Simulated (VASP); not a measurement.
# Zr2MnN2 (R-3m) in VASP: single point with PBE

Aim: the single point of Zr2MnN2 with PBE.

Program: VASP 6.6.1. These are calculated values, not measurements. Logs are shortened: lines on timing, memory, paths and dates and some standing lists are left out, and cuts for length are marked.

**1. The cell of the first run**

The structure is trigonal, space group R-3m (No. 166). Conventional cell: a = 3.815 Å, b = 3.815 Å, c = 17.533 Å, α = 90.00°, β = 90.00°, γ = 120.00°. Within 2.9 Å of Zr (site symmetry 3m) lie 4 N at 2.21 Å and 3 Mn at 2.81 Å. Mn (site symmetry -3m) has 2 N at 1.90 Å within 2.5 Å. N (site symmetry 3m) has 1 Mn at 1.90 Å and 4 Zr at 2.21 Å within 2.5 Å.

**2. Single point, PBE, collinear spin, ferromagnetic start**

The input, INCAR:

```
  ALGO = Normal
  EDIFF = 1E-6
  ENCUT = 600
  GGA = PE
  GGA_COMPAT = F
  ISIF = 2
  ISMEAR = 0
  ISPIN = 2
  KPAR = 4
  LASPH = T
  LCHARG = F
  LMAXMIX = 4
  LORBIT = 11
  LREAL = F
  LWAVE = F
  MAGMOM = 0 0 2.18 0 0
  NBANDS = 36
  NELM = 200
  PREC = Accurate
  SIGMA = 0.1
```

The input, KPOINTS:

```
k-points
0
Gamma
  12 12 12
```

The input, POSCAR:

```
Zr2MnN2
1.0
    1.9074515351      1.1012676572      5.8442097626
   -1.9074515351      1.1012676572      5.8442097626
    0.0000000000     -2.2025353145      5.8442097626
Zr Mn N
2 1 2
Direct
    0.2342041005      0.2342041005      0.2342041005
    0.7657958995      0.7657958995      0.7657958995
    0.0000000000      0.0000000000      0.0000000000
    0.8918332788      0.8918332788      0.8918332788
    0.1081667212      0.1081667212      0.1081667212
```

Potentials or basis: VASP PAW PBE potentials, release 64 (Zr_sv, Mn_pv, N).

Started as:

```
> cat potpaw_PBE.64/Zr_sv/POTCAR potpaw_PBE.64/Mn_pv/POTCAR potpaw_PBE.64/N/POTCAR > POTCAR
> mpirun -np 4 vasp_std > vasp.out
```

OUTCAR:

```text
EDIFF = 1E-6
   ENCUT = 600
   GGA = PE
   ISIF = 2
   ISMEAR = 0
   ISPIN = 2
   LASPH = T
   LORBIT = 11
   LREAL = F
   NELM = 200
   PREC = Accurate

 ion  position               nearest neighbor table
   1  0.234  0.234  0.234-   4 2.21   4 2.21   4 2.21   5 2.21   3 2.81   3 2.81   3 2.81   2 3.23
                             2 3.23   2 3.23
   2  0.766  0.766  0.766-   5 2.21   5 2.21   5 2.21   4 2.21   3 2.81   3 2.81   3 2.81   1 3.23
                             1 3.23   1 3.23
   3  0.000  0.000  0.000-   4 1.90   5 1.90   2 2.81   1 2.81   2 2.81   2 2.81   1 2.81   1 2.81

   4  0.892  0.892  0.892-   3 1.90   1 2.21   1 2.21   1 2.21   2 2.21
   5  0.108  0.108  0.108-   3 1.90   2 2.21   2 2.21   2 2.21   1 2.21

  LATTYP: Found a trigonal (rhomboedric) cell.
 ALAT       =     6.2454743263
 COS(alpha) =     0.8134453129

  Lattice vectors:

 A1 = (   1.9074515351,   1.1012676572,   5.8442097626)
 A2 = (  -1.9074515351,   1.1012676572,   5.8442097626)
 A3 = (   0.0000000000,  -2.2025353145,   5.8442097626)

Analysis of symmetry for initial positions (statically):
=====================================================================
 Subroutine PRICEL returns:
 Original cell was already a primitive cell.

 Routine SETGRP: Setting up the symmetry group for a
 trigonal (rhombohedral) supercell.

 Subroutine GETGRP returns: Found 12 space group operations
 (whereof 12 operations were pure point group operations)
 out of a pool of 12 trial point group operations.

The static configuration has the point symmetry D_3d.

Analysis of symmetry for dynamics (positions and initial velocities):
=====================================================================
 Subroutine PRICEL returns:
 Original cell was already a primitive cell.

 Routine SETGRP: Setting up the symmetry group for a
 trigonal (rhombohedral) supercell.

 Subroutine GETGRP returns: Found 12 space group operations
 (whereof 12 operations were pure point group operations)
 out of a pool of 12 trial point group operations.

The dynamic configuration has the point symmetry D_3d.

Analysis of structural, dynamic, and magnetic symmetry:
=====================================================================
 Subroutine PRICEL returns:
 Original cell was already a primitive cell.

 Routine SETGRP: Setting up the symmetry group for a
 trigonal (rhombohedral) supercell.

 Subroutine GETGRP returns: Found 12 space group operations
 (whereof 12 operations were pure point group operations)
 out of a pool of 12 trial point group operations.

The overall configuration has the point symmetry D_3d.

 Subroutine INISYM returns: Found 12 space group operations
 (whereof 12 operations are pure point group operations),
 and found     1 'primitive' translations

----------------------------------------------------------------------------------------

                                     Primitive cell

  volume of cell :      73.6586

  direct lattice vectors                    reciprocal lattice vectors
     1.907451535  1.101267657  5.844209763     0.262129858  0.151340744  0.057036511
    -1.907451535  1.101267657  5.844209763    -0.262129858  0.151340744  0.057036511
     0.000000000 -2.202535314  5.844209763     0.000000000 -0.302681488  0.057036511

  length of vectors
     6.245474326  6.245474326  6.245474326     0.308008517  0.308008517  0.308008517

  position of ions in fractional coordinates (direct lattice)
     0.234204101  0.234204101  0.234204101
     0.765795899  0.765795899  0.765795899
     0.000000000  0.000000000  0.000000000
     0.891833279  0.891833279  0.891833279
     0.108166721  0.108166721  0.108166721

  ion indices of the primitive-cell ions
   primitive index   ion index
                 1           1
                 2           2
                 3           3
                 4           4
                 5           5

----------------------------------------------------------------------------------------

 KPOINTS: k-points

Automatic generation of k-mesh.
 Grid dimensions read from file:
 generate k-points for:   12   12   12

 Generating k-lattice:

  Cartesian coordinates                     Fractional coordinates (reciprocal lattice)
     0.021844155  0.012611729  0.004753043     0.083333333  0.000000000 -0.000000000
    -0.021844155  0.012611729  0.004753043     0.000000000  0.083333333 -0.000000000
     0.000000000 -0.025223457  0.004753043    -0.000000000 -0.000000000  0.083333333

  Length of vectors
     0.025667376  0.025667376  0.025667376

  Shift w.r.t. Gamma in fractional coordinates (k-lattice)
     0.000000000  0.000000000  0.000000000

 Subroutine IBZKPT returns following result:
 ===========================================

 Found    189 irreducible k-points:

 Following reciprocal coordinates:
            Coordinates               Weight
  0.000000  0.000000  0.000000      1.000000
  0.083333 -0.000000  0.000000      6.000000
  0.166667 -0.000000  0.000000      6.000000
  0.250000  0.000000  0.000000      6.000000
  0.333333  0.000000  0.000000      6.000000
  0.416667  0.000000  0.000000      6.000000
[... 16 lines left out ...]
  0.500000  0.166667  0.000000     12.000000
 -0.416667  0.166667 -0.000000     12.000000
 [... further k-points ...]
   k-points           NKPTS =    189   k-points in BZ     NKDIM =    189   number of bands    NBANDS=     36
   number of dos      NEDOS =    301   number of ions     NIONS =      5
   total plane-waves  NPLWV = 125000
   dimension x,y,z NGX =    50 NGY =   50 NGZ =   50
   dimension x,y,z NGXF=   100 NGYF=  100 NGZF=  100
   ions per type =               2   1   2
   NGX,Y,Z   is equivalent  to a cutoff of  13.31, 13.31, 13.31 a.u.
   NGXF,Y,Z  is equivalent  to a cutoff of  26.62, 26.62, 26.62 a.u.
 SYSTEM =  unknown system
   PREC   = accura    normal or accurate (medium, high low for compatibility)
   ISTART =      0    job   : 0-new  1-cont  2-samecut
   ICHARG =      2    charge: 1-file 2-atom 10-const
   ISPIN  =      2    spin polarized calculation?
   LNONCOLLINEAR =      F non collinear calculations
   LSORBIT =      F    spin-orbit coupling
   LASPH  =      T    aspherical Exc in radial PAW
   ENCUT  =  600.0 eV  44.10 Ry    6.64 a.u.  12.47 12.47 12.47*2*pi/ulx,y,z
   NELM   =    200;   NELMIN=  2; NELMDL= -5     # of ELM steps
   EDIFF  = 0.1E-05   stopping-criterion for ELM
   LREAL  =      F    real-space projection
   EDIFFG = 0.1E-04   stopping-criterion for IOM
   NSW    =      0    number of steps for IOM
   IBRION =     -1    ionic relax: 0-MD 1-quasi-New 2-CG
   NFREE  =      0    steps in history (QN), initial steepest desc. (CG)
   ISIF   =      2    stress and relaxation
   ISYM   =      2    0-nonsym 1-usesym 2-fastsym
   POTIM  = 0.5000    time-step for ionic-motion
   TEBEG  =    0.0;   TEEND  =   0.0 temperature during run
   PSTRESS=    0.0 pullay stress
   NELECT =      47.0000    total number of electrons
   NUPDOWN=      -1.0000    fix difference up-down
   EMIN   =  10.00;   EMAX   =-10.00  energy-range for DOS
   EFERMI =   0.00;   METHOD = LEGACY
   ISMEAR =     0;   SIGMA  =   0.10  broadening in eV -4-tet -1-fermi 0-gaus
   EFERMI_NEDOS =   21; number of points for ismear=-14 and -15
   IALGO  =     38    algorithm
   IMIX   =      4    mixing-type and parameters
     AMIX     =   0.40;   BMIX     =  1.00
     AMIX_MAG =   1.60;   BMIX_MAG =  1.00
  volume/ion in A,a.u.               =      14.73        99.41
  Fermi-wavevector in a.u.,A,eV,Ry     =   1.409396  2.663372 27.026565  1.986396
  Thomas-Fermi vector in A             =   2.531456
   LORBIT       =     11    0 simple, 1 ext, 2 COOP (PROOUT), +10 PAW based schemes
   GGA     = PE    functional components
   LHFCALC =     F    Hartree Fock is set to
   AEXX    =    0.0000 exact exchange contribution
   IVDW    =     0    specifies the selected vdW correction
   LEPSILON=     F    determine dielectric tensor
   LRPA    =     F    only Hartree local field effects (RPA)
 spin polarized calculation
 Gauss-broadening in eV      SIGMA  =   0.10
  energy-cutoff  :      600.00
  volume of cell :       73.66
 maximum number of plane-waves:      2491
 NGX is ok and might be reduce to    50
   NGX = 25   NGY = 25   NGZ = 25

 number of electron      47.0000002 magnetization       2.0678075

 Free energy of the ion-electron system (eV)
  ---------------------------------------------------
  ext. energy  EPLUGINS =         0.00000000
  ---------------------------------------------------
  free energy    TOTEN  =       -48.09012090 eV

  energy without entropy =      -48.07802419  energy(sigma->0) =      -48.08407254

 E-fermi :   8.7204     XC(G=0): -11.3630

 val. band max:        8.7188916162   @ k =   0.5000   0.4167   0.0833
 cond. band min:       8.7206730699   @ k =  -0.1667   0.4167   0.0833
 fundamental gap:      0.0017814537
 Fermi energy:         8.7204499550

 spin component 1

 k-point     1 :       0.0000    0.0000    0.0000
  band No.  band energies     occupation
      1     -40.5854      1.00000
      2     -40.5619      1.00000
      3     -40.3645      1.00000
      4     -40.2709      1.00000
      5     -40.2709      1.00000
      6     -18.8232      1.00000
[... 27 lines left out ...]
     34      14.6628      0.00000
     35      14.6628      0.00000

 k-point     2 :       0.0833   -0.0000    0.0000
  band No.  band energies     occupation
      1     -40.5835      1.00000
      2     -40.5600      1.00000
      3     -40.3682      1.00000
      4     -40.2710      1.00000
      5     -40.2696      1.00000
      6     -18.8247      1.00000
[... 27 lines left out ...]
     34      14.4231      0.00000
     35      14.5728      0.00000
[... 796 lines left out ...]
     34      13.5244      0.00000
     35      15.0447      0.00000

 k-point    24 :      -0.4167    0.1667   -0.0000
  band No.  band energies     occupation
      1     -40.5351      1.00000
      2     -40.5198      1.00000
      3     -40.4578      1.00000
      4     -40.2674      1.00000
      5     -40.2497      1.00000
      6     -18.9757      1.00000
[... 27 lines left out ...]
     34      13.6096      0.00000
     35      15.3464      0.00000

 [... further k-points ...]

 spin component 2

 k-point     1 :       0.0000    0.0000    0.0000
  band No.  band energies     occupation
      1     -40.6422      1.00000
      2     -40.5695      1.00000
      3     -38.1345      1.00000
      4     -37.6935      1.00000
      5     -37.6935      1.00000
      6     -18.9344      1.00000
[... 27 lines left out ...]
     34      14.7001      0.00000
     35      14.7001      0.00000

 k-point     2 :       0.0833   -0.0000    0.0000
  band No.  band energies     occupation
      1     -40.6403      1.00000
      2     -40.5694      1.00000
      3     -38.1349      1.00000
      4     -37.6936      1.00000
      5     -37.6936      1.00000
      6     -18.9348      1.00000
[... 27 lines left out ...]
     34      14.4372      0.00000
     35      14.5977      0.00000
[... 796 lines left out ...]
     34      13.6110      0.00000
     35      15.1134      0.00000

 k-point    24 :      -0.4167    0.1667   -0.0000
  band No.  band energies     occupation
      1     -40.5980      1.00000
      2     -40.5817      1.00000
      3     -38.1405      1.00000
      4     -37.6954      1.00000
      5     -37.6951      1.00000
      6     -19.0632      1.00000
[... 27 lines left out ...]
     34      13.6824      0.00000
     35      15.3910      0.00000

 [... further k-points ...]

 [bands above 35 left out]

------------------------ aborting loop because EDIFF is reached ----------------------------------------

  FORCE on cell =-STRESS in cart. coord.  units (eV):
  Direction    XX          YY          ZZ          XY          YZ          ZX
  --------------------------------------------------------------------------------------
  -------------------------------------------------------------------------------------
  Total        0.0236518      0.0236518      0.1949760      0.0000000     -0.0000000      0.0000000
  in kB        0.5144607      0.5144607      4.2410008      0.0000000     -0.0000000      0.0000000
  external PRESSURE =       1.7566407 kB  Pullay stress =       0.0000000 kB

 VOLUME and BASIS-vectors are now :
 -----------------------------------------------------------------------------
  energy-cutoff  :      600.00
  volume of cell :       73.66
      direct lattice vectors                 reciprocal lattice vectors
     1.907451535  1.101267657  5.844209763     0.262129858  0.151340744  0.057036511
    -1.907451535  1.101267657  5.844209763    -0.262129858  0.151340744  0.057036511
     0.000000000 -2.202535314  5.844209763     0.000000000 -0.302681488  0.057036511

 POSITION                                       TOTAL-FORCE (eV/Angst)
 -----------------------------------------------------------------------------------
      0.00000     -0.00000      4.10621         0.000000     -0.000000      0.015382
      0.00000     -0.00000     13.42642         0.000000      0.000000     -0.015382
      0.00000      0.00000      0.00000        -0.000000      0.000000     -0.000000
      0.00000     -0.00000     15.63618         0.000000      0.000000     -0.047044
      0.00000     -0.00000      1.89645         0.000000     -0.000000      0.047044
 -----------------------------------------------------------------------------------
    total drift:                                0.000000      0.000000     -0.000000

  FREE ENERGIE OF THE ION-ELECTRON SYSTEM (eV)
  ---------------------------------------------------
  free  energy   TOTEN  =       -48.0901208984 eV

  energy  without entropy=      -48.0780241886  energy(sigma->0) =      -48.08407254

 total charge

# of ion       s       p       d       tot
------------------------------------------
    1        2.173   6.014   1.651   9.839
    2        2.173   6.014   1.651   9.839
    3        0.377   6.314   5.194  11.885
    4        1.247   2.497   0.000   3.745
    5        1.247   2.497   0.000   3.745
--------------------------------------------------
tot          7.219  23.336   8.497  39.052

 magnetization (x)

# of ion       s       p       d       tot
------------------------------------------
    1       -0.006  -0.002  -0.123  -0.132
    2       -0.006  -0.002  -0.123  -0.132
    3        0.027   0.007   2.323   2.357
    4       -0.001   0.012   0.000   0.011
    5       -0.001   0.012   0.000   0.011
--------------------------------------------------
tot          0.012   0.028   2.076   2.116
```

Run time: 18 min. Hardware: 4 MPI ranks of AMD EPYC 9R45 (Zen 5), shared host; peak memory 1.1 GiB.

Results:

```yaml
Free_energy: -48.0901 eV
Pressure: 0.2 GPa
Largest_force: 0.047 eV/Å
Net_moment: 2.07 μB per cell
Site_moments: Zr -0.13; Mn +2.36; N +0.01 μB
Valence_electrons_inside_the_program's_atomic_spheres: Zr 9.84; Mn 11.88; N 3.75
```

Forces on the atoms (eV/Å):
```
Zr   0.000  0.000  0.015
Zr   0.000  0.000 -0.015
Mn   0.000  0.000  0.000
N    0.000  0.000 -0.047
N    0.000  0.000  0.047
```

Stress tensor (GPa, compression positive):
```
0.05 0.00 0.00
0.00 0.05 0.00
0.00 0.00 0.42
```

Caveat: a cell with one magnetic atom can't hold antiferromagnetic order, which such compounds often take. With open d or f shells a metallic result of PBE can be an artefact of self-interaction; +U or a hybrid may open a gap.
